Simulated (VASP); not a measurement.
Wanted: the native input for a VASP 6.6.1 run.

```
Task                   : single point
Functional             : r2SCAN
Potentials or basis    : VASP PAW PBE potentials, release 64 (K_sv, Ta_pv, O)
Cutoff                 : 520 eV
k mesh                 : 6 × 6 × 6
Occupations            : gaussian, width 0.05 eV
Spin                   : no spin polarisation
Dipole correction      : no
Further INCAR settings : ALGO = Normal; EDIFF = 1e-07; NBANDS = 27
```

The system is KTaO3.

```xyz
5
Lattice="4.0880 0.0000 0.0000 0.0000 4.0880 0.0000 0.0000 0.0000 4.0880" Properties=species:S:1:pos:R:3 pbc="T T T"
K     2.0440    2.0440    2.0440
Ta    0.0000    0.0000    0.0000
O     2.0440    0.0000    0.0000
O     0.0000    2.0440    0.0000
O     0.0000    0.0000    2.0440
```

This cell differs from its parent crystal: strain +0.025 along x and y, +0.025 along z.

The input as run:

POSCAR

```
KTaO3
1.0
    4.0880075000      0.0000000000      0.0000000000
    0.0000000000      4.0880075000      0.0000000000
    0.0000000000      0.0000000000      4.0880075000
K Ta O
1 1 3
Direct
    0.5000000000      0.5000000000      0.5000000000
    0.0000000000      0.0000000000      0.0000000000
    0.5000000000      0.0000000000      0.0000000000
    0.0000000000      0.5000000000      0.0000000000
    0.0000000000      0.0000000000      0.5000000000
```

INCAR.step1

```
SYSTEM = KTaO3
  ALGO = Normal
  EDIFF = 1E-4
  ENCUT = 520
  GGA = PE
  ISMEAR = 0
  LASPH = .True.
  LCHARG = .False.
  LREAL = .False.
  LWAVE = .True.
  NBANDS = 27
  NELM = 100
  PREC = Accurate
  SIGMA = 0.05
```

INCAR.step2

```
SYSTEM = KTaO3
  ALGO = Normal
  EDIFF = 1E-7
  ENCUT = 520
  ISIF = 2
  ISMEAR = 0
  ISTART = 1
  LASPH = .True.
  LCHARG = .True.
  LELF = .True.
  LMIXTAU = .True.
  LREAL = .False.
  LVHAR = .True.
  LWAVE = .False.
  METAGGA = R2SCAN
  NBANDS = 27
  NELM = 100
  PREC = Accurate
  SIGMA = 0.05
```

KPOINTS

```
k-points
0
Gamma
  6 6 6
  0 0 0
```

Potentials or basis: VASP PAW PBE potentials, release 64 (K_sv, Ta_pv, O).

Launch:

```console
$ cat potpaw_PBE.64/K_sv/POTCAR potpaw_PBE.64/Ta_pv/POTCAR potpaw_PBE.64/O/POTCAR > POTCAR
$ cp INCAR.step1 INCAR
$ mpirun -np 1 vasp_std > vasp.out
$ cp INCAR.step2 INCAR
$ mpirun -np 1 vasp_std > vasp.out
```

It gave:

```yaml
Pressure: -12.3 GPa
Band_gap_on_the_k_mesh: 2.40 eV (least direct gap 3.07 eV)
```

Caveat: the cell differs from its parent crystal (strain +0.025 along x and y, +0.025 along z); the cell stands under tension; the PAW data sets were made with another functional, which shifts forces and pressure a little; spin-orbit coupling is left out, which moves the levels of the heavy elements.

It took 3.2 min on 1 thread of Intel(R) Xeon(R) Platinum 8259CL CPU @ 2.50GHz (Skylake/Cascade Lake) (shared host), peak memory 0.19 GiB.
